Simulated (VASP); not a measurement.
# Zn2CdSe3 (P6_3mc) in VASP: single point with r2SCAN

Aim: the single point of Zn2CdSe3 with r2SCAN.

All numbers are computed with VASP 6.6.1; they aren't measurements. Logs are shortened: lines on timing, memory, paths and dates and some standing lists are left out, and cuts for length are marked.

## 1. The cell of the first run

Symmetry: P6_3mc, No. 186, hexagonal system. The conventional cell has a = 4.148 Å, b = 4.148 Å, c = 20.570 Å, α = 90.00°, β = 90.00°, γ = 120.00°. Within 3.3 Å of Zn (site symmetry 3m) lie 4 Se at 2.48 to 2.52 Å. Zn (site symmetry 3m) has 4 Se at 2.49 to 2.52 Å within 3.3 Å. Cd (site symmetry 3m) has 4 Se at 2.63 to 2.67 Å within 3.5 Å. Se (site symmetry 3m) has 1 Zn at 2.48 Å and 3 Cd at 2.63 Å within 3.3 Å. Se (site symmetry 3m) has 4 Zn at 2.49 to 2.52 Å within 3.3 Å. Se (site symmetry 3m) has 3 Zn at 2.52 Å and 1 Cd at 2.67 Å within 3.3 Å.

## 2. Single point, r2SCAN

Input file POSCAR:

```
Zn2CdSe3
1.0
    4.1484553763      0.0000000000      0.0000000000
   -2.0742276881      3.5926677423      0.0000000000
    0.0000000000      0.0000000000     20.5700493291
Zn Cd Se
4 2 6
Direct
    0.3333333333      0.6666666667      0.9976824627
    0.3333333333      0.6666666667      0.3387042248
    0.6666666667      0.3333333333      0.4976824627
    0.6666666667      0.3333333333      0.8387042248
    0.3333333333      0.6666666667      0.6705412087
    0.6666666667      0.3333333333      0.1705412087
    0.3333333333      0.6666666667      0.1181549521
    0.3333333333      0.6666666667      0.4596596377
    0.3333333333      0.6666666667      0.8002575040
    0.6666666667      0.3333333333      0.3002575040
    0.6666666667      0.3333333333      0.6181549521
    0.6666666667      0.3333333333      0.9596596377
```

Input file INCAR.step1:

```
  PREC = Accurate
  ENCUT = 520
  ISMEAR = 0
  SIGMA = 0.02
  LREAL = False
  LASPH = True
  NELM = 60
  NBANDS = 66
  GGA = PE
  ALGO = Normal
  EDIFF = 1E-4
  LWAVE = True
  LCHARG = False
```

Input file INCAR.step2:

```
  PREC = Accurate
  ENCUT = 520
  EDIFF = 1E-7
  ISMEAR = 0
  SIGMA = 0.02
  LREAL = False
  LASPH = True
  NELM = 60
  ALGO = Normal
  ISIF = 2
  LWAVE = False
  LCHARG = True
  METAGGA = R2SCAN
  LMIXTAU = True
  LELF = True
  LVHAR = True
  NBANDS = 66
  ISTART = 1
```

Input file KPOINTS:

```
Automatic mesh
0
Gamma
  6 6 2
```

Potentials or basis: VASP PAW PBE potentials, release 64 (Zn, Cd, Se).

The run is started by

```sh
$ cat potpaw_PBE.64/Zn/POTCAR potpaw_PBE.64/Cd/POTCAR potpaw_PBE.64/Se/POTCAR > POTCAR
$ cp INCAR.step1 INCAR
$ mpirun -np 1 vasp_std > vasp.out
$ cp INCAR.step2 INCAR
$ mpirun -np 1 vasp_std > vasp.out
```

OUTCAR:

```text
PREC = Accurate
   ENCUT = 520
   EDIFF = 1E-7
   ISMEAR = 0
   LREAL = False
   LASPH = True
   NELM = 60
   ISIF = 2
   METAGGA = R2SCAN
   ISTART = 1

 ion  position               nearest neighbor table
   1  0.333  0.667  0.998-   7 2.48  12 2.52  12 2.52  12 2.52
   2  0.333  0.667  0.339-   8 2.49  10 2.52  10 2.52  10 2.52
   3  0.667  0.333  0.498-  11 2.48   8 2.52   8 2.52   8 2.52
   4  0.667  0.333  0.839-  12 2.49   9 2.52   9 2.52   9 2.52
   5  0.333  0.667  0.671-  11 2.63  11 2.63  11 2.63   9 2.67
   6  0.667  0.333  0.171-   7 2.63   7 2.63   7 2.63  10 2.67
   7  0.333  0.667  0.118-   1 2.48   6 2.63   6 2.63   6 2.63
   8  0.333  0.667  0.460-   2 2.49   3 2.52   3 2.52   3 2.52
   9  0.333  0.667  0.800-   4 2.52   4 2.52   4 2.52   5 2.67
  10  0.667  0.333  0.300-   2 2.52   2 2.52   2 2.52   6 2.67
  11  0.667  0.333  0.618-   3 2.48   5 2.63   5 2.63   5 2.63
  12  0.667  0.333  0.960-   4 2.49   1 2.52   1 2.52   1 2.52

  LATTYP: Found a hexagonal cell.
 ALAT       =     4.1484553763
 C/A-ratio  =     4.9584839327

  Lattice vectors:

 A1 = (   4.1484553763,   0.0000000000,   0.0000000000)
 A2 = (  -2.0742276881,   3.5926677423,   0.0000000000)
 A3 = (   0.0000000000,   0.0000000000,  20.5700493291)

Analysis of symmetry for initial positions (statically):
=====================================================================
 Subroutine PRICEL returns:
 Original cell was already a primitive cell.

 Routine SETGRP: Setting up the symmetry group for a
 hexagonal supercell.

 Subroutine GETGRP returns: Found 12 space group operations
 (whereof  6 operations were pure point group operations)
 out of a pool of 24 trial point group operations.

The static configuration has the point symmetry C_3v.
 The point group associated with its full space group is C_6v.

Analysis of symmetry for dynamics (positions and initial velocities):
=====================================================================
 Subroutine PRICEL returns:
 Original cell was already a primitive cell.

 Routine SETGRP: Setting up the symmetry group for a
 hexagonal supercell.

 Subroutine GETGRP returns: Found 12 space group operations
 (whereof  6 operations were pure point group operations)
 out of a pool of 24 trial point group operations.
[... 118 lines left out ...]
   ISYM   =      2    0-nonsym 1-usesym 2-fastsym
   POTIM  = 0.5000    time-step for ionic-motion
   TEBEG  =    0.0;   TEEND  =   0.0 temperature during run
   PSTRESS=    0.0 pullay stress
   NELECT =     108.0000    total number of electrons
   NUPDOWN=      -1.0000    fix difference up-down
   EMIN   =  10.00;   EMAX   =-10.00  energy-range for DOS
   EFERMI =   0.00;   METHOD = LEGACY
   ISMEAR =     0;   SIGMA  =   0.02  broadening in eV -4-tet -1-fermi 0-gaus
   EFERMI_NEDOS =   21; number of points for ismear=-14 and -15
   IALGO  =     38    algorithm
   IMIX   =      4    mixing-type and parameters
     AMIX     =   0.40;   BMIX     =  1.00
     AMIX_MAG =   1.60;   BMIX_MAG =  1.00
  volume/ion in A,a.u.               =      25.55       172.41
  Fermi-wavevector in a.u.,A,eV,Ry     =   1.156209  2.184919 18.188541  1.336820
  Thomas-Fermi vector in A             =   2.292831
   LORBIT       =      0    0 simple, 1 ext, 2 COOP (PROOUT), +10 PAW based schemes
   METAGGA = R2SCAN    functional components
   LHFCALC =     F    Hartree Fock is set to
   AEXX    =    0.0000 exact exchange contribution
   IVDW    =     0    specifies the selected vdW correction
   LEPSILON=     F    determine dielectric tensor
   LRPA    =     F    only Hartree local field effects (RPA)
 non-spin polarized calculation
 Gauss-broadening in eV      SIGMA  =   0.02
  energy-cutoff  :      520.00
  volume of cell :      306.58
 maximum number of plane-waves:      8303
 NGX is ok and might be reduce to    32
   NGX = 15   NGY = 15   NGZ = 77

 number of electron     108.0000037 magnetization

 Free energy of the ion-electron system (eV)
  ---------------------------------------------------
  ext. energy  EPLUGINS =         0.00000000
  ---------------------------------------------------
  free energy    TOTEN  =      -171.07128868 eV

  energy without entropy =     -171.07128868  energy(sigma->0) =     -171.07128868

 E-fermi :   0.9819     XC(G=0):  -9.5423

 val. band max:        0.8684182078   @ k =   0.0000   0.0000   0.0000
 cond. band min:       2.1202986793   @ k =   0.0000   0.0000   0.0000
 fundamental gap:      1.2518804715
 Fermi energy:         0.9819114102

 k-point     1 :       0.0000    0.0000    0.0000
  band No.  band energies     occupation
      1     -12.5187      2.00000
      2     -12.4621      2.00000
      3     -12.2396      2.00000
      4     -12.1044      2.00000
      5     -11.9115      2.00000
      6     -11.8320      2.00000
[... 955 lines left out ...]
     65       7.5761      0.00000
     66       7.5761      0.00000

------------------------ aborting loop because EDIFF is reached ----------------------------------------

  FORCE on cell =-STRESS in cart. coord.  units (eV):
  Direction    XX          YY          ZZ          XY          YZ          ZX
  --------------------------------------------------------------------------------------
  -------------------------------------------------------------------------------------
  Total       -3.1858656     -3.1858656     -3.3398959     -0.0000000      0.0000000      0.0000000
  in kB      -16.6494243    -16.6494243    -17.4543909     -0.0000000      0.0000000      0.0000000
  external PRESSURE =     -16.9177465 kB  Pullay stress =       0.0000000 kB

 VOLUME and BASIS-vectors are now :
 -----------------------------------------------------------------------------
  energy-cutoff  :      520.00
  volume of cell :      306.58
      direct lattice vectors                 reciprocal lattice vectors
     4.148455376  0.000000000  0.000000000     0.241053575  0.139172347  0.000000000
    -2.074227688  3.592667742  0.000000000     0.000000000  0.278344693  0.000000000
     0.000000000  0.000000000 20.570049329     0.000000000  0.000000000  0.048614371

 POSITION                                       TOTAL-FORCE (eV/Angst)
 -----------------------------------------------------------------------------------
     -0.00000      2.39511     20.52238        -0.000000      0.000000      0.027084
     -0.00000      2.39511      6.96716        -0.000000     -0.000000      0.021080
      2.07423      1.19756     10.23735         0.000000     -0.000000      0.027084
      2.07423      1.19756     17.25219         0.000000      0.000000      0.021080
     -0.00000      2.39511     13.79307        -0.000000      0.000000     -0.025507
      2.07423      1.19756      3.50804        -0.000000      0.000000     -0.025507
     -0.00000      2.39511      2.43045        -0.000000      0.000000     -0.042026
     -0.00000      2.39511      9.45522        -0.000000      0.000000     -0.021464
     -0.00000      2.39511     16.46134        -0.000000      0.000000      0.040833
      2.07423      1.19756      6.17631        -0.000000      0.000000      0.040833
      2.07423      1.19756     12.71548        -0.000000      0.000000     -0.042026
      2.07423      1.19756     19.74025        -0.000000      0.000000     -0.021464
 -----------------------------------------------------------------------------------
    total drift:                                0.000000      0.000000     -0.002309

  FREE ENERGIE OF THE ION-ELECTRON SYSTEM (eV)
  ---------------------------------------------------
  free  energy   TOTEN  =      -171.0712886843 eV

  energy  without entropy=     -171.0712886843  energy(sigma->0) =     -171.07128868
```

Run time: 11 min. Hardware: 1 thread of Intel Xeon 6975P-C (Granite Rapids), shared host; peak memory 0.57 GiB.

What came out:

| Property | Result |
| --- | --- |
| Free energy | -171.0713 eV |
| Pressure | -1.7 GPa |
| Largest force | 0.042 eV/Å |
| Band gap on the k mesh | 1.25 eV |

Forces in eV/Å, atoms in the order of the input:
```
Zn   0.000  0.000  0.027
Zn   0.000  0.000  0.021
Zn   0.000  0.000  0.027
Zn   0.000  0.000  0.021
Cd   0.000  0.000 -0.026
Cd   0.000  0.000 -0.026
Se   0.000  0.000 -0.042
Se   0.000  0.000 -0.021
Se   0.000  0.000  0.041
Se   0.000  0.000  0.041
Se   0.000  0.000 -0.042
Se   0.000  0.000 -0.021
```

Caveat: the PAW data sets were made with another functional, which shifts forces and pressure a little.
